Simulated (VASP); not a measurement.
# GaN (Fm-3m) in VASP: notebook, part 2 of 2

VASP 6.6.1.

## 3. Single point, PBE0

This run uses another cell than the first one, of 9.93 Å³/atom, 1.041 times its volume.

POSCAR reads:

```
GaN
1.0
    0.0000000000      2.1493760412      2.1493760412
    2.1493760412      0.0000000000      2.1493760412
    2.1493760412      2.1493760412      0.0000000000
Ga N
1 1
Direct
    0.0000000000      0.0000000000      0.0000000000
    0.5000000000      0.5000000000      0.5000000000
```

INCAR.step1 reads:

```
ALGO = Normal ; EDIFF = 1E-5
ENCUT = 520 ; GGA = PE
ISIF = 2 ; ISMEAR = -1
LASPH = True ; LREAL = False
LWAVE = True ; NBANDS = 16
NELM = 80 ; PREC = Accurate
SIGMA = 0.05
```

INCAR.step2 reads:

```
AEXX = 0.25 ; ALGO = Normal
EDIFF = 1E-6 ; ENCUT = 520
GGA = PE ; ISIF = 2
ISMEAR = -1 ; ISTART = 1
LASPH = True ; LCHARG = True
LELF = True ; LHFCALC = True
LREAL = False ; LVHAR = True
LWAVE = False ; NBANDS = 16
NELM = 80 ; PREC = Accurate
PRECFOCK = Normal ; SIGMA = 0.05
```

KPOINTS reads:

```
k-points
0
Gamma
  6 6 6
```

Potentials or basis: VASP PAW PBE potentials, release 64 (Ga_d, N).

The run is started by

```sh
> cat potpaw_PBE.64/Ga_d/POTCAR potpaw_PBE.64/N/POTCAR > POTCAR
> cp INCAR.step1 INCAR
> mpirun -np 1 vasp_std > vasp.out
> cp INCAR.step2 INCAR
> mpirun -np 1 vasp_std > vasp.out
```

OUTCAR:

```text
AEXX = 0.25
   EDIFF = 1E-6
   ENCUT = 520
   GGA = PE
   ISIF = 2
   ISMEAR = -1
   ISTART = 1
   LASPH = True
   LHFCALC = True
   LREAL = False
   NELM = 80
   PREC = Accurate
   PRECFOCK = Normal

 ion  position               nearest neighbor table
   1  0.000  0.000  0.000-   2 2.15   2 2.15   2 2.15   2 2.15   2 2.15   2 2.15
   2  0.500  0.500  0.500-   1 2.15   1 2.15   1 2.15   1 2.15   1 2.15   1 2.15

  LATTYP: Found a face centered cubic cell.
 ALAT       =     4.2987520824

  Lattice vectors:

 A1 = (   0.0000000000,   2.1493760412,   2.1493760412)
 A2 = (   2.1493760412,   0.0000000000,   2.1493760412)
 A3 = (   2.1493760412,   2.1493760412,   0.0000000000)

Analysis of symmetry for initial positions (statically):
=====================================================================
 Subroutine PRICEL returns:
 Original cell was already a primitive cell.

 Routine SETGRP: Setting up the symmetry group for a
 face centered cubic supercell.

 Subroutine GETGRP returns: Found 48 space group operations
 (whereof 48 operations were pure point group operations)
 out of a pool of 48 trial point group operations.

The static configuration has the point symmetry O_h .

Analysis of symmetry for dynamics (positions and initial velocities):
=====================================================================
 Subroutine PRICEL returns:
 Original cell was already a primitive cell.

 Routine SETGRP: Setting up the symmetry group for a
 face centered cubic supercell.

 Subroutine GETGRP returns: Found 48 space group operations
 (whereof 48 operations were pure point group operations)
 out of a pool of 48 trial point group operations.

The dynamic configuration has the point symmetry O_h .

 Subroutine INISYM returns: Found 48 space group operations
 (whereof 48 operations are pure point group operations),
 and found     1 'primitive' translations

----------------------------------------------------------------------------------------

                                     Primitive cell

  volume of cell :      19.8594

  direct lattice vectors                    reciprocal lattice vectors
     0.000000000  2.149376041  2.149376041    -0.232625651  0.232625651  0.232625651
     2.149376041  0.000000000  2.149376041     0.232625651 -0.232625651  0.232625651
     2.149376041  2.149376041  0.000000000     0.232625651  0.232625651 -0.232625651

  length of vectors
     3.039676748  3.039676748  3.039676748     0.402919446  0.402919446  0.402919446

  position of ions in fractional coordinates (direct lattice)
     0.000000000  0.000000000  0.000000000
     0.500000000  0.500000000  0.500000000

  ion indices of the primitive-cell ions
   primitive index   ion index
                 1           1
                 2           2

----------------------------------------------------------------------------------------

 KPOINTS: k-points

Automatic generation of k-mesh.
 Grid dimensions read from file:
 generate k-points for:    6    6    6

 Generating k-lattice:

  Cartesian coordinates                     Fractional coordinates (reciprocal lattice)
    -0.038770942  0.038770942  0.038770942     0.166666667  0.000000000  0.000000000
     0.038770942 -0.038770942  0.038770942     0.000000000  0.166666667  0.000000000
[... 32 lines left out ...]
   number of dos      NEDOS =    301   number of ions     NIONS =      2
   total plane-waves  NPLWV =  13824
   dimension x,y,z NGX =    24 NGY =   24 NGZ =   24
   dimension x,y,z NGXF=    48 NGYF=   48 NGZF=   48
   ions per type =               1   1
   NGX,Y,Z   is equivalent  to a cutoff of  13.13, 13.13, 13.13 a.u.
   NGXF,Y,Z  is equivalent  to a cutoff of  26.25, 26.25, 26.25 a.u.
 SYSTEM =  unknown system
   PREC   = accura    normal or accurate (medium, high low for compatibility)
   ISTART =      1    job   : 0-new  1-cont  2-samecut
   ICHARG =      0    charge: 1-file 2-atom 10-const
   ISPIN  =      1    spin polarized calculation?
   LNONCOLLINEAR =      F non collinear calculations
   LSORBIT =      F    spin-orbit coupling
   LASPH  =      T    aspherical Exc in radial PAW
   ENCUT  =  520.0 eV  38.22 Ry    6.18 a.u.   5.65  5.65  5.65*2*pi/ulx,y,z
   NELM   =     80;   NELMIN=  2; NELMDL=  0     # of ELM steps
   EDIFF  = 0.1E-05   stopping-criterion for ELM
   LREAL  =      F    real-space projection
   EDIFFG = 0.1E-04   stopping-criterion for IOM
   NSW    =      0    number of steps for IOM
   IBRION =     -1    ionic relax: 0-MD 1-quasi-New 2-CG
   NFREE  =      0    steps in history (QN), initial steepest desc. (CG)
   ISIF   =      2    stress and relaxation
   ISYM   =      3    0-nonsym 1-usesym 2-fastsym
   POTIM  = 0.5000    time-step for ionic-motion
   TEBEG  =    0.0;   TEEND  =   0.0 temperature during run
   PSTRESS=    0.0 pullay stress
   NELECT =      18.0000    total number of electrons
   NUPDOWN=      -1.0000    fix difference up-down
   EMIN   =  10.00;   EMAX   =-10.00  energy-range for DOS
   EFERMI =   0.00;   METHOD = LEGACY
   ISMEAR =    -1;   SIGMA  =   0.05  broadening in eV -4-tet -1-fermi 0-gaus
   EFERMI_NEDOS =   21; number of points for ismear=-14 and -15
   IALGO  =     38    algorithm
   IMIX   =      1    mixing-type and parameters
     AMIX     =   0.40;   BMIX     =  1.00
     AMIX_MAG =   1.60;   BMIX_MAG =  1.00
  volume/ion in A,a.u.               =       9.93        67.01
  Fermi-wavevector in a.u.,A,eV,Ry     =   1.584321  2.993933 34.151630  2.510074
  Thomas-Fermi vector in A             =   2.683957
   LORBIT       =      0    0 simple, 1 ext, 2 COOP (PROOUT), +10 PAW based schemes
   GGA     = PE    functional components
   LHFCALC =     T    Hartree Fock is set to
   PRECFOCK=normal    Normal, Fast or Accurate (Low or Medium for compatibility)
   ENCUT4O =  -1.0   cutoff for four orbital integrals eV
   NKREDX  =     1    reduce k-point grid by
   NKREDY  =     1    reduce k-point grid by
   NKREDZ  =     1    reduce k-point grid by
   AEXX    =    0.2500 exact exchange contribution
   HFSCREEN=    0.0000 screening length (either q_TF or 0.3 A-1)
   HFSCREENC=   0.0000 screening length for correlation (either q_TF or 0.3 A-1)
   ENCUTFOCK=  -1.0 apply spherical cutoff to Coloumb kernel
   IVDW    =     0    specifies the selected vdW correction
   LEPSILON=     F    determine dielectric tensor
   LRPA    =     F    only Hartree local field effects (RPA)
 non-spin polarized calculation
  energy-cutoff  :      520.00
  volume of cell :       19.86
 maximum number of plane-waves:       544
 NGX is ok and might be reduce to    24
  NGX = 18; NGY = 18; NGZ = 18

 number of electron      17.9999998 magnetization

 Free energy of the ion-electron system (eV)
  ---------------------------------------------------
  ext. energy  EPLUGINS =         0.00000000
  ---------------------------------------------------
  free energy    TOTEN  =       -14.65240375 eV

  energy without entropy =      -14.65240375  energy(sigma->0) =      -14.65240375

 E-fermi :   7.2563     XC(G=0): -10.0272

 val. band max:        6.1834325310   @ k =  -0.1667   0.1667   0.0000
 cond. band min:       8.3631940440   @ k =   0.5000   0.5000   0.0000
 fundamental gap:      2.1797615130
 Fermi energy:         7.2562834889

 k-point     1 :       0.0000    0.0000    0.0000
  band No.  band energies     occupation
      1     -12.3063      2.00000
      2     -10.1970      2.00000
      3     -10.1970      2.00000
      4     -10.1970      2.00000
      5     -10.1665      2.00000
      6     -10.1665      2.00000
[... 281 lines left out ...]
      3     -10.1751      2.00000
      4     -10.0811      2.00000
      5      -9.9656      2.00000
      6      -6.7475      2.00000
[... 8 lines left out ...]
     15      29.9443      0.00000
     16      35.6052      0.00000

------------------------ aborting loop because EDIFF is reached ----------------------------------------

  FORCE on cell =-STRESS in cart. coord.  units (eV):
  Direction    XX          YY          ZZ          XY          YZ          ZX
  --------------------------------------------------------------------------------------
  -------------------------------------------------------------------------------------
  Total       -1.6463780     -1.6463780     -1.6463780      0.0000000      0.0000000      0.0000000
  in kB     -132.8228900   -132.8228900   -132.8228900      0.0000000      0.0000000      0.0000000
  external PRESSURE =    -132.8228900 kB  Pullay stress =       0.0000000 kB

 VOLUME and BASIS-vectors are now :
 -----------------------------------------------------------------------------
  energy-cutoff  :      520.00
  volume of cell :       19.86
      direct lattice vectors                 reciprocal lattice vectors
     0.000000000  2.149376041  2.149376041    -0.232625651  0.232625651  0.232625651
     2.149376041  0.000000000  2.149376041     0.232625651 -0.232625651  0.232625651
     2.149376041  2.149376041  0.000000000     0.232625651  0.232625651 -0.232625651

 POSITION                                       TOTAL-FORCE (eV/Angst)
 -----------------------------------------------------------------------------------
      0.00000      0.00000      0.00000        -0.000000     -0.000000     -0.000000
      2.14938      2.14938      2.14938         0.000000      0.000000      0.000000
 -----------------------------------------------------------------------------------
    total drift:                               -0.000000      0.000000      0.000000

  FREE ENERGIE OF THE ION-ELECTRON SYSTEM (eV)
  ---------------------------------------------------
  free  energy   TOTEN  =       -14.6524037474 eV

  energy  without entropy=      -14.6524037474  energy(sigma->0) =      -14.65240375
```

It took 16 min on 1 thread of AMD EPYC 9R45 (Zen 5), shared host; peak memory 0.12 GiB.

What came out:

```yaml
Free_energy: -14.6524 eV
Pressure: -13.3 GPa
Band_gap_on_the_k_mesh: 2.18 eV, indirect (least direct gap 4.08 eV)
```

Levels at points of the mesh, in eV from the valence-band top:
```csv
k point,band 5,band 6,band 7,band 8,band 9,band 10,band 11,band 12,band 13,band 14
"(0.00, 0.00, 0.00)",-16.35,-16.35,-0.48,-0.48,-0.48,3.60,16.57,16.57,16.57,17.88
"(0.50, 0.00, 0.00)",-16.20,-15.41,-8.71,-0.22,-0.22,6.41,11.01,11.01,11.55,18.27
"(0.50, 0.50, 0.00)",-16.15,-12.78,-7.37,-3.11,-3.11,2.18,9.60,14.19,16.72,16.72
```

Caveat: the k points lie up to 0.42 Å⁻¹ apart; the PAW data sets were made with another functional, which shifts forces and pressure a little.
